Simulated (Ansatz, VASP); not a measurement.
# P: VASP beside Ansatz

```
P
1.0
     1.64774   -5.46504    0.00000
     1.64774    5.46504    0.00000
     0.00000    0.00000    4.54364
P
4
Direct
  0.90414 0.09586 0.58882
  0.09586 0.90414 0.41118
  0.59586 0.40414 0.08882
  0.40414 0.59586 0.91118
```

Alike in both runs: functional r2SCAN; k mesh 8 × 8 × 6; occupations fermi-dirac, width 0.05 eV; no spin polarisation.

|  | VASP | Ansatz |
| --- | --- | --- |
| version | VASP 6.6.1 | Ansatz 0.2.0 |
| potentials or method | VASP PAW PBE potentials, release 64 (P) | Ansatz PAW |
| plane-wave cutoff (eV) | 520 | 500 |
| valence electrons in the cell | 20 | 20 |
| task | single point | band structure |

```csv
,VASP,Ansatz,Ansatz less VASP
gap on the k mesh at the Fermi level (eV),0.26,0.23,-0.023
least direct gap on the mesh (eV),0.26,0.23,-0.023
pressure (GPa),0.0,0.7,+0.64
"traceless stress, the component that is largest in VASP (GPa)",0.10,-0.01,-0.111
rms of the force components (eV/Å),0.007,0.052,+0.0451
```

VASP's potentials were made for PBE, not for r2SCAN. Atom by atom the forces differ by 0.058 eV/Å (rms over components).
